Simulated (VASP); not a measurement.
# BaTiO3 (Amm2) in VASP: further runs

BaTiO3 is run at these levels: r2SCAN+U; tasks: single point.

Program: VASP 6.6.1. These are calculated values, not measurements. Logs are shortened: lines on timing, memory, paths and dates and some standing lists are left out, and cuts for length are marked.

### Step 1. The cell of the first run

It takes space group Amm2 (No. 38, orthorhombic). Conventional cell: a = 3.895 Å, b = 5.543 Å, c = 5.411 Å, α = 90.00°, β = 90.00°, γ = 90.00°. Within 3.5 Å of Ba (site symmetry mm2) lie 12 O at 2.65 to 2.77 Å and 8 Ti at 3.29 to 3.39 Å. Within 2.4 Å of Ti (site symmetry mm2) lie 6 O at 1.84 to 2.03 Å. O (site symmetry mm2) has 2 Ti at 1.95 Å and 4 Ba at 2.65 to 2.77 Å and 8 O at 2.73 to 2.76 Å within 2.8 Å. O (site symmetry m) has 2 Ti at 1.84 to 2.03 Å within 2.4 Å.

### Step 2. Single point, r2SCAN+U (strain -0.025 along x and y, -0.050 along z)

Input file POSCAR:

```
BaTiO3
1.0
    3.8952654280      0.0000000000      0.0000000000
    0.0000000000      2.7714148123      2.7056068783
    0.0000000000     -2.7714148123      2.7056068783
Ba Ti O
1 1 3
Direct
    0.0000000000      0.0044061011      0.0044061011
    0.5000000000      0.5135753575      0.5135753575
    0.0000000000      0.4947134013      0.4947134013
    0.5000000000      0.4954342957      0.9880908444
    0.5000000000      0.9880908444      0.4954342957
```

Input file INCAR.step1:

```
SYSTEM = BaTiO3
PREC = Accurate
ENCUT = 520
ISMEAR = 0
SIGMA = 0.05
LREAL = .FALSE.
LASPH = .TRUE.
NELM = 150
LMAXMIX = 4
LDAU = .TRUE.
LDAUTYPE = 2
LDAUL = -1 2 -1
LDAUU = 0 4 0
LDAUJ = 0 0 0
NBANDS = 28
GGA = PE
ALGO = Normal
EDIFF = 1E-4
LWAVE = .TRUE.
LCHARG = .FALSE.
```

Input file INCAR.step2:

```
SYSTEM = BaTiO3
PREC = Accurate
ENCUT = 520
EDIFF = 1E-6
ISMEAR = 0
SIGMA = 0.05
LREAL = .FALSE.
LASPH = .TRUE.
NELM = 150
ALGO = Normal
ISIF = 2
LWAVE = .FALSE.
LCHARG = .TRUE.
LMAXMIX = 4
LDAU = .TRUE.
LDAUTYPE = 2
LDAUL = -1 2 -1
LDAUU = 0 4 0
LDAUJ = 0 0 0
LDAUPRINT = 1
METAGGA = R2SCAN
LMIXTAU = .TRUE.
LELF = .TRUE.
LVHAR = .TRUE.
NBANDS = 28
ISTART = 1
```

Input file KPOINTS:

```
regular mesh
0
G
  6 6 6
  0 0 0
```

Potentials or basis: VASP PAW PBE potentials, release 64 (Ba_sv, Ti_sv, O).

The run is started by

```console
$ cat potpaw_PBE.64/Ba_sv/POTCAR potpaw_PBE.64/Ti_sv/POTCAR potpaw_PBE.64/O/POTCAR > POTCAR
$ cp INCAR.step1 INCAR
$ mpirun -np 1 vasp_std > vasp.out
$ cp INCAR.step2 INCAR
$ mpirun -np 1 vasp_std > vasp.out
```

OUTCAR:

```text
SYSTEM = BaTiO3
   PREC = Accurate
   ENCUT = 520
   EDIFF = 1E-6
   ISMEAR = 0
   LREAL = .FALSE.
   LASPH = .TRUE.
   NELM = 150
   ISIF = 2
   METAGGA = R2SCAN
   ISTART = 1

 ion  position               nearest neighbor table
   1  0.000  0.004  0.004-   3 2.65   4 2.72   5 2.72   4 2.72   5 2.72   3 2.76   4 2.77   5 2.77
                             5 2.77   4 2.77   3 2.77   3 2.77   2 3.29   2 3.29   2 3.37   2 3.37
   2  0.500  0.514  0.514-   4 1.84   5 1.84   3 1.95   3 1.95   5 2.03   4 2.03   1 3.29   1 3.29
                             1 3.37   1 3.37   1 3.39   1 3.39   1 3.39   1 3.39
   3  0.000  0.495  0.495-   2 1.95   2 1.95   1 2.65   1 2.76   1 2.77   1 2.77
   4  0.500  0.495  0.988-   2 1.84   2 2.03   1 2.72   1 2.72   1 2.77   1 2.77
   5  0.500  0.988  0.495-   2 1.84   2 2.03   1 2.72   1 2.72   1 2.77   1 2.77

  LATTYP: Found a base centered orthorhombic cell.
 ALAT       =     5.4112137566
 B/A-ratio  =     1.0243227996
 C/A-ratio  =     0.7198505923

  Lattice vectors:

 A1 = (   0.0000000000,   2.7714148123,   2.7056068783)
 A2 = (   0.0000000000,  -2.7714148123,   2.7056068783)
 A3 = (   3.8952654280,   0.0000000000,   0.0000000000)

Analysis of symmetry for initial positions (statically):
=====================================================================
 Subroutine PRICEL returns:
 Original cell was already a primitive cell.

 Routine SETGRP: Setting up the symmetry group for a
 base centered orthorhombic supercell.

 Subroutine GETGRP returns: Found  4 space group operations
 (whereof  4 operations were pure point group operations)
 out of a pool of  8 trial point group operations.

The static configuration has the point symmetry C_2v.

Analysis of symmetry for dynamics (positions and initial velocities):
=====================================================================
 Subroutine PRICEL returns:
 Original cell was already a primitive cell.

 Routine SETGRP: Setting up the symmetry group for a
 base centered orthorhombic supercell.

 Subroutine GETGRP returns: Found  4 space group operations
 (whereof  4 operations were pure point group operations)
 out of a pool of  8 trial point group operations.

The dynamic configuration has the point symmetry C_2v.

 Subroutine INISYM returns: Found  4 space group operations
 (whereof  4 operations are pure point group operations),
 and found     1 'primitive' translations

----------------------------------------------------------------------------------------

                                     Primitive cell

  volume of cell :      58.4162

  direct lattice vectors                    reciprocal lattice vectors
     3.895265428  0.000000000  0.000000000     0.256721915  0.000000000  0.000000000
     0.000000000  2.771414812  2.705606878     0.000000000  0.180413267  0.184801423
     0.000000000 -2.771414812  2.705606878     0.000000000 -0.180413267  0.184801423

  length of vectors
     3.895265428  3.873118723  3.873118723     0.256721915  0.258264424  0.258264424

  position of ions in fractional coordinates (direct lattice)
     0.000000000  0.004406101  0.004406101
     0.500000000  0.513575358  0.513575358
     0.000000000  0.494713401  0.494713401
     0.500000000  0.495434296  0.988090844
     0.500000000  0.988090844  0.495434296

  ion indices of the primitive-cell ions
   primitive index   ion index
                 1           1
                 2           2
                 3           3
                 4           4
                 5           5

[... 53 lines left out ...]
   k-points           NKPTS =     52   k-points in BZ     NKDIM =     52   number of bands    NBANDS=     28
   number of dos      NEDOS =    301   number of ions     NIONS =      5
   total plane-waves  NPLWV =  27000
   dimension x,y,z NGX =    30 NGY =   30 NGZ =   30
   dimension x,y,z NGXF=    60 NGYF=   60 NGZF=   60
   ions per type =               1   1   3
   NGX,Y,Z   is equivalent  to a cutoff of  12.80, 12.88, 12.88 a.u.
   NGXF,Y,Z  is equivalent  to a cutoff of  25.61, 25.75, 25.75 a.u.
 SYSTEM =  BaTiO3
   PREC   = accura    normal or accurate (medium, high low for compatibility)
   ISTART =      1    job   : 0-new  1-cont  2-samecut
   ICHARG =      0    charge: 1-file 2-atom 10-const
   ISPIN  =      1    spin polarized calculation?
   LNONCOLLINEAR =      F non collinear calculations
   LSORBIT =      F    spin-orbit coupling
   LASPH  =      T    aspherical Exc in radial PAW
   ENCUT  =  520.0 eV  38.22 Ry    6.18 a.u.   7.24  7.20  7.20*2*pi/ulx,y,z
   NELM   =    150;   NELMIN=  2; NELMDL=  0     # of ELM steps
   EDIFF  = 0.1E-05   stopping-criterion for ELM
   LREAL  =      F    real-space projection
[... 7 lines left out ...]
   TEBEG  =    0.0;   TEEND  =   0.0 temperature during run
   PSTRESS=    0.0 pullay stress
   NELECT =      40.0000    total number of electrons
   NUPDOWN=      -1.0000    fix difference up-down
[... 19 lines left out ...]
   IVDW    =     0    specifies the selected vdW correction
   LEPSILON=     F    determine dielectric tensor
   LRPA    =     F    only Hartree local field effects (RPA)
 non-spin polarized calculation
 Gauss-broadening in eV      SIGMA  =   0.05
  energy-cutoff  :      520.00
  volume of cell :       58.42
 maximum number of plane-waves:      1596
 NGX is ok and might be reduce to    30
   NGX = 15   NGY = 15   NGZ = 15

atom =   2  type =  2  l = 2

 onsite density matrix

spin component  1

  0.1029  0.0000  0.0000  0.0000  0.0000
  0.0000  0.2663  0.0000  0.0000  0.0000
  0.0000  0.0000  0.1398  0.0000 -0.0588
  0.0000  0.0000  0.0000  0.1025  0.0000
  0.0000  0.0000 -0.0588  0.0000  0.2233

spin component  2

  0.1029  0.0000  0.0000  0.0000  0.0000
  0.0000  0.2663  0.0000  0.0000  0.0000
  0.0000  0.0000  0.1398  0.0000 -0.0588
  0.0000  0.0000  0.0000  0.1025  0.0000
  0.0000  0.0000 -0.0588  0.0000  0.2233

 occupancies and eigenvectors

  o =  0.1025  v =  0.0000  0.0000  0.0000  1.0000  0.0000  0.0000  0.0000  0.0000  0.0000  0.0000      0.0000  0.0000  0.0000  0.0000  0.0000  0.0000  0.0000  0.0000  0.0000  0.0000
  o =  0.1025  v =  0.0000  0.0000  0.0000  0.0000  0.0000  0.0000  0.0000  0.0000  1.0000  0.0000      0.0000  0.0000  0.0000  0.0000  0.0000  0.0000  0.0000  0.0000  0.0000  0.0000
  o =  0.1029  v =  1.0000  0.0000  0.0000  0.0000  0.0000  0.0000  0.0000  0.0000  0.0000  0.0000      0.0000  0.0000  0.0000  0.0000  0.0000  0.0000  0.0000  0.0000  0.0000  0.0000
  o =  0.1029  v =  0.0000  0.0000  0.0000  0.0000  0.0000  1.0000  0.0000  0.0000  0.0000  0.0000      0.0000  0.0000  0.0000  0.0000  0.0000  0.0000  0.0000  0.0000  0.0000  0.0000
  o =  0.1094  v =  0.0000  0.0000 -0.8885  0.0000 -0.4588  0.0000  0.0000  0.0000  0.0000  0.0000      0.0000  0.0000  0.0000  0.0000  0.0000  0.0000  0.0000  0.0000  0.0000  0.0000
  o =  0.1094  v =  0.0000  0.0000  0.0000  0.0000  0.0000  0.0000  0.0000 -0.8885  0.0000 -0.4588      0.0000  0.0000  0.0000  0.0000  0.0000  0.0000  0.0000  0.0000  0.0000  0.0000
  o =  0.2536  v =  0.0000  0.0000  0.0000  0.0000  0.0000  0.0000  0.0000 -0.4588  0.0000  0.8885      0.0000  0.0000  0.0000  0.0000  0.0000  0.0000  0.0000  0.0000  0.0000  0.0000
  o =  0.2536  v =  0.0000  0.0000 -0.4588  0.0000  0.8885  0.0000  0.0000  0.0000  0.0000  0.0000      0.0000  0.0000  0.0000  0.0000  0.0000  0.0000  0.0000  0.0000  0.0000  0.0000
  o =  0.2663  v =  0.0000  0.0000  0.0000  0.0000  0.0000  0.0000  1.0000  0.0000  0.0000  0.0000      0.0000  0.0000  0.0000  0.0000  0.0000  0.0000  0.0000  0.0000  0.0000  0.0000
  o =  0.2663  v =  0.0000  1.0000  0.0000  0.0000  0.0000  0.0000  0.0000  0.0000  0.0000  0.0000      0.0000  0.0000  0.0000  0.0000  0.0000  0.0000  0.0000  0.0000  0.0000  0.0000

 number of electron      40.0000005 magnetization

 Free energy of the ion-electron system (eV)
  ---------------------------------------------------
  ext. energy  EPLUGINS =         0.00000000
  ---------------------------------------------------
  free energy    TOTEN  =       -71.02535798 eV

  energy without entropy =      -71.02535798  energy(sigma->0) =      -71.02535798

 E-fermi :   4.7767     XC(G=0): -12.4540

 val. band max:        4.4194336331   @ k =   0.5000   0.5000   0.5000
 cond. band min:       7.5055989404   @ k =   0.0000   0.0000   0.0000
 fundamental gap:      3.0861653073
 Fermi energy:         4.7766563776

 k-point     1 :       0.0000    0.0000    0.0000
  band No.  band energies     occupation
      1     -54.8753      2.00000
      2     -30.0890      2.00000
      3     -30.0716      2.00000
      4     -30.0405      2.00000
      5     -20.9105      2.00000
      6     -13.6855      2.00000
[... 733 lines left out ...]
     27      13.7062      0.00000
     28      14.3017      0.00000

 [... further k-points ...]

------------------------ aborting loop because EDIFF is reached ----------------------------------------

  FORCE on cell =-STRESS in cart. coord.  units (eV):
  Direction    XX          YY          ZZ          XY          YZ          ZX
  --------------------------------------------------------------------------------------
  -------------------------------------------------------------------------------------
  Total        9.1392032      9.4173153     12.0656054      0.0000000      0.0000000      0.0000000
  in kB      250.6603462    258.2881105    330.9225929      0.0000000      0.0000000      0.0000000
  external PRESSURE =     279.9570166 kB  Pullay stress =       0.0000000 kB

 VOLUME and BASIS-vectors are now :
 -----------------------------------------------------------------------------
  energy-cutoff  :      520.00
  volume of cell :       58.42
      direct lattice vectors                 reciprocal lattice vectors
     3.895265428  0.000000000  0.000000000     0.256721915  0.000000000  0.000000000
     0.000000000  2.771414812  2.705606878     0.000000000  0.180413267  0.184801423
     0.000000000 -2.771414812  2.705606878     0.000000000 -0.180413267  0.184801423

 POSITION                                       TOTAL-FORCE (eV/Angst)
 -----------------------------------------------------------------------------------
      0.00000      0.00000      0.02384         0.000000      0.000000     -0.112172
      1.94763      0.00000      2.77907         0.000000      0.000000     -1.493138
      0.00000      0.00000      2.67700         0.000000      0.000000      0.028241
      1.94763     -1.36536      4.01384         0.000000     -0.846888      0.788534
      1.94763      1.36536      4.01384         0.000000      0.846888      0.788534
 -----------------------------------------------------------------------------------
    total drift:                                0.000000      0.000004     -0.011987

  FREE ENERGIE OF THE ION-ELECTRON SYSTEM (eV)
  ---------------------------------------------------
  free  energy   TOTEN  =       -71.0253579811 eV

  energy  without entropy=      -71.0253579811  energy(sigma->0) =      -71.02535798
```

Run time: 9.2 min. Hardware: 1 thread of AMD EPYC, shared host; peak memory 0.2 GiB.

What came out:

* Free energy: -71.0254 eV
* Pressure: 28.0 GPa
* Largest force: 1.493 eV/Å
* Band gap on the k mesh: 3.09 eV (least direct gap 3.26 eV)

Forces on the atoms (eV/Å):
```
Ba   0.000  0.000 -0.112
Ti   0.000  0.000 -1.493
O    0.000  0.000  0.028
O    0.000 -0.847  0.789
O    0.000  0.847  0.789
```

Eigenvalues of the final occupation matrices:
| site | spin | trace | eigenvalues |
| --- | --- | --- | --- |
| site 2 d | 1 | 0.83 | 0.10 0.10 0.11 0.25 0.27 |
| site 2 d | 2 | 0.83 | 0.10 0.10 0.11 0.25 0.27 |

Caveat: the cell differs from its parent crystal (strain -0.025 along x and y, -0.050 along z); the stress differs along the axes, from 25 to 33 GPa; the PAW data sets were made with another functional, which shifts forces and pressure a little; spin-orbit coupling is left out, which moves the levels of the heavy elements. A k mesh can miss the band edges.

### Step 3. Single point, r2SCAN+U (strain -0.025 along x and y, +0.000 along z)

Edit POSCAR of step 2 so:

```diff
@@ -3,4 +3,4 @@
     3.8952654280      0.0000000000      0.0000000000
-    0.0000000000      2.7714148123      2.7056068783
-    0.0000000000     -2.7714148123      2.7056068783
+    0.0000000000      2.7714148123      2.8480072403
+    0.0000000000     -2.7714148123      2.8480072403
 Ba Ti O
```

Input file INCAR.step1:

```
SYSTEM = BaTiO3
PREC = Accurate ; ENCUT = 520
ISMEAR = 0 ; SIGMA = 0.05
LREAL = .False. ; LASPH = .True.
NELM = 150 ; LMAXMIX = 4
LDAU = .True. ; LDAUTYPE = 2
LDAUL = -1 2 -1 ; LDAUU = 0 4 0
LDAUJ = 0 0 0 ; NBANDS = 28
GGA = PE ; ALGO = Normal
EDIFF = 1E-4 ; LWAVE = .True.
LCHARG = .False.
```

Input file INCAR.step2:

```
SYSTEM = BaTiO3
PREC = Accurate ; ENCUT = 520
EDIFF = 1E-6 ; ISMEAR = 0
SIGMA = 0.05 ; LREAL = .False.
LASPH = .True. ; NELM = 150
ALGO = Normal ; ISIF = 2
LWAVE = .False. ; LCHARG = .True.
LMAXMIX = 4 ; LDAU = .True.
LDAUTYPE = 2 ; LDAUL = -1 2 -1
LDAUU = 0 4 0 ; LDAUJ = 0 0 0
LDAUPRINT = 1 ; METAGGA = R2SCAN
LMIXTAU = .True. ; LELF = .True.
LVHAR = .True. ; NBANDS = 28
ISTART = 1
```

Input file KPOINTS:

```
regular mesh
0
Gamma
  6 6 6
  0 0 0
```

Potentials or basis: VASP PAW PBE potentials, release 64 (Ba_sv, Ti_sv, O).

The run is started by

```console
$ cat potpaw_PBE.64/Ba_sv/POTCAR potpaw_PBE.64/Ti_sv/POTCAR potpaw_PBE.64/O/POTCAR > POTCAR
$ cp INCAR.step1 INCAR
$ mpirun -np 1 vasp_std > vasp.out
$ cp INCAR.step2 INCAR
$ mpirun -np 1 vasp_std > vasp.out
```

It took 3.8 min on 1 thread of AMD EPYC 7R13 (Zen 3), shared host; peak memory 0.2 GiB.

Results (log left out):

| Quantity | Value |
| --- | --- |
| Free energy | -71.4312 eV |
| Pressure | 14.8 GPa |
| Largest force | 0.805 eV/Å |
| Band gap on the k mesh | 2.90 eV (least direct gap 3.13 eV) |

Forces on the atoms (eV/Å):
```
Ba   0.000  0.000 -0.043
Ti   0.000  0.000 -0.805
O    0.000  0.000 -0.076
O    0.000 -0.493  0.462
O    0.000  0.493  0.462
```

Stress tensor (GPa, compression positive):
```
16.90  0.00  0.00
 0.00 17.48  0.00
 0.00  0.00  9.88
```

Levels at points of the mesh, in eV from the valence-band top:
```
           k point  band 18  band 19  band 20  band 21  band 22  band 23
(0.00, 0.00, 0.00)    -0.40    -0.31    -0.23     2.90     3.03     3.08
(0.50, 0.00, 0.00)    -1.79    -1.14    -0.87     3.23     4.70     4.78
(0.00, 0.50, 0.00)    -1.71    -0.92    -0.86     3.18     4.66     4.66
(0.50, 0.50, 0.00)    -0.89    -0.88    -0.11     4.69     4.82     5.20
(0.00, 0.50, 0.50)    -1.05    -0.92    -0.21     4.64     4.73     5.09
(0.50, 0.50, 0.50)    -0.11    -0.04     0.00     5.37     5.46     5.46
```

Eigenvalues of the final occupation matrices:
```tsv
site	spin	trace	eigenvalues
site 2 d	1	0.80	0.10 0.10 0.10 0.25 0.25
site 2 d	2	0.80	0.10 0.10 0.10 0.25 0.25
```

Caveat: the cell differs from its parent crystal (strain -0.025 along x and y, +0.000 along z); the stress differs along the axes, from 10 to 17 GPa; the PAW data sets were made with another functional, which shifts forces and pressure a little; spin-orbit coupling is left out, which moves the levels of the heavy elements.

### Step 4. Single point, r2SCAN+U (strain +0.000 along x and y, -0.025 along z)

Edit POSCAR of step 3 so:

```diff
@@ -2,5 +2,5 @@
 1.0
-    3.8952654280      0.0000000000      0.0000000000
-    0.0000000000      2.7714148123      2.8480072403
-    0.0000000000     -2.7714148123      2.8480072403
+    3.9951440287      0.0000000000      0.0000000000
+    0.0000000000      2.8424767306      2.7768070593
+    0.0000000000     -2.8424767306      2.7768070593
 Ba Ti O
```

Input file INCAR.step1:

```
PREC = Accurate
ENCUT = 520
ISMEAR = 0
SIGMA = 0.05
LREAL = F
LASPH = T
NELM = 150
LMAXMIX = 4
LDAU = T
LDAUTYPE = 2
LDAUL = -1 2 -1
LDAUU = 0 4 0
LDAUJ = 0 0 0
NBANDS = 28
GGA = PE
ALGO = Normal
EDIFF = 1E-4
LWAVE = T
LCHARG = F
```

Input file INCAR.step2:

```
PREC = Accurate
ENCUT = 520
EDIFF = 1E-6
ISMEAR = 0
SIGMA = 0.05
LREAL = F
LASPH = T
NELM = 150
ALGO = Normal
ISIF = 2
LWAVE = F
LCHARG = T
LMAXMIX = 4
LDAU = T
LDAUTYPE = 2
LDAUL = -1 2 -1
LDAUU = 0 4 0
LDAUJ = 0 0 0
LDAUPRINT = 1
METAGGA = R2SCAN
LMIXTAU = T
LELF = T
LVHAR = T
NBANDS = 28
ISTART = 1
```

Input file KPOINTS:

```
Automatic mesh
0
Gamma
  6 6 6
```

The run is started by

```console
$ cat potpaw_PBE.64/Ba_sv/POTCAR potpaw_PBE.64/Ti_sv/POTCAR potpaw_PBE.64/O/POTCAR > POTCAR
$ cp INCAR.step1 INCAR
$ mpirun -np 1 vasp_std > vasp.out
$ cp INCAR.step2 INCAR
$ mpirun -np 1 vasp_std > vasp.out
```

It took 3.9 min on 1 thread of AMD EPYC 7R13 (Zen 3), shared host; peak memory 0.2 GiB.

Results (log left out):

```
Free energy            : -71.5522 eV
Pressure               : 8.9 GPa
Largest force          : 0.828 eV/Å
Band gap on the k mesh : 2.87 eV (least direct gap 3.13 eV)
```

Forces on the atoms (eV/Å):
```
Ba   0.000  0.000 -0.053
Ti   0.000  0.000 -0.828
O    0.000  0.000  0.050
O    0.000 -0.414  0.415
O    0.000  0.414  0.415
```

Stress tensor (GPa, compression positive):
```
 6.79  0.00  0.00
 0.00  6.78  0.00
 0.00  0.00 13.28
```

Levels at points of the mesh, in eV from the valence-band top:
| k point | band 18 | band 19 | band 20 | band 21 | band 22 | band 23 |
| --- | --- | --- | --- | --- | --- | --- |
| (0.00, 0.00, 0.00) | -0.36 | -0.32 | -0.26 | 2.87 | 2.93 | 3.00 |
| (0.50, 0.00, 0.00) | -1.53 | -1.07 | -0.88 | 3.17 | 4.44 | 4.55 |
| (0.00, 0.50, 0.00) | -1.76 | -0.90 | -0.86 | 3.09 | 4.51 | 4.58 |
| (0.50, 0.50, 0.00) | -0.97 | -0.96 | -0.12 | 4.52 | 4.60 | 5.01 |
| (0.00, 0.50, 0.50) | -0.87 | -0.80 | -0.14 | 4.57 | 4.64 | 5.02 |
| (0.50, 0.50, 0.50) | -0.06 | -0.04 | 0.00 | 5.18 | 5.26 | 5.30 |

Eigenvalues of the final occupation matrices:
```csv
site,spin,trace,eigenvalues
site 2 d,1,0.78,0.10 0.10 0.10 0.24 0.25
site 2 d,2,0.78,0.10 0.10 0.10 0.24 0.25
```

Caveat: the cell differs from its parent crystal (strain +0.000 along x and y, -0.025 along z); the stress differs along the axes, from 7 to 13 GPa; the PAW data sets were made with another functional, which shifts forces and pressure a little; spin-orbit coupling is left out, which moves the levels of the heavy elements. A k mesh can miss the band edges.

### Step 5. Summary

| cell | gap on the mesh (eV) | pressure (GPa) | largest force (eV/Å) |
| --- | --- | --- | --- |
| a = 3.895, b = 3.873, c = 3.873 Å, angles 91.4, 90.0, 90.0°, 5 atoms | 3.09 | 28.0 | 1.49 |
| a = 3.895, b = 3.974, c = 3.974 Å, angles 88.4, 90.0, 90.0°, 5 atoms | 2.90 | 14.8 | 0.81 |
| a = 3.995, b = 3.974, c = 3.974 Å, angles 91.3, 90.0, 90.0°, 5 atoms | 2.87 | 8.9 | 0.83 |

Alike in all rows: task single point; level r2SCAN+U; potentials or basis VASP PAW PBE potentials, release 64 (Ba_sv, Ti_sv, O); no spin polarisation; Ti d U = 4.0 eV; k mesh 6 × 6 × 6; cutoff (eV) 520; smearing gaussian 0.05 eV.

Caveats: the PAW data sets were made with another functional, which shifts forces and pressure a little; spin-orbit coupling is left out, which moves the levels of the heavy elements; the stress differs along the axes, from 25 to 33 GPa (at least some runs); the stress differs along the axes, from 10 to 17 GPa (at least some runs); the stress differs along the axes, from 7 to 13 GPa (at least some runs).

Total energies depend on the potentials used, so only differences within one code and one set of settings carry meaning.
